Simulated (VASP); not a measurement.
**La: single point with pbe exchange, lda correlation**

Crystal: La.

```xyz
4
Lattice="3.8984 0.0000 0.0000 -1.9492 3.3761 0.0000 0.0000 0.0000 12.6547" Properties=species:S:1:pos:R:3 pbc="T T T"
La    0.0000    0.0000    0.0000
La    0.0000    0.0000    6.3273
La    0.0000    2.2507    9.4910
La    1.9492    1.1254    3.1637
```

```json
{"Program": "VASP 6.6.1", "Task": "single point", "Functional": "pbe exchange, lda correlation", "Potentials or basis": "VASP PAW PBE potentials, release 64 (La)", "Cutoff": "500 eV", "k mesh": "8 × 8 × 2", "Occupations": "gaussian, width 0.05 eV", "Spin": "no spin polarisation", "Dipole correction": "no", "Further INCAR settings": "ALGO = Normal; EDIFF = 1e-06; NBANDS = 30"}
```

```json
{
  "Pressure": "0.0 GPa",
  "Band gap on the k mesh": "zero (bands 22 and 23 overlap by 0.90 eV)"
}
```

Levels at points of the mesh, in eV from the Fermi level:
| k point | band 19 | band 20 | band 21 | band 22 | band 23 | band 24 | band 25 | band 26 |
| --- | --- | --- | --- | --- | --- | --- | --- | --- |
| (0.00, 0.00, 0.00) | -1.89 | -1.55 | 0.40 | 0.51 | 0.96 | 1.01 | 1.03 | 1.20 |
| (0.50, 0.00, 0.00) | -1.28 | -0.89 | -0.54 | -0.26 | -0.14 | 0.38 | 0.71 | 1.08 |
| (0.00, 0.00, 0.50) | -1.54 | -1.54 | 0.68 | 0.68 | 0.91 | 0.91 | 1.15 | 1.16 |
| (0.50, 0.00, 0.50) | -1.24 | -1.24 | -0.84 | -0.84 | 0.58 | 0.58 | 0.96 | 0.96 |

Run time: 81 s on 1 thread of Intel(R) Xeon(R) Platinum 8488C (Sapphire Rapids) (shared host), peak memory 0.29 GiB.

Caveat: the PAW data sets were made with another functional, which shifts forces and pressure a little; spin-orbit coupling is left out, which moves the levels of the heavy elements.
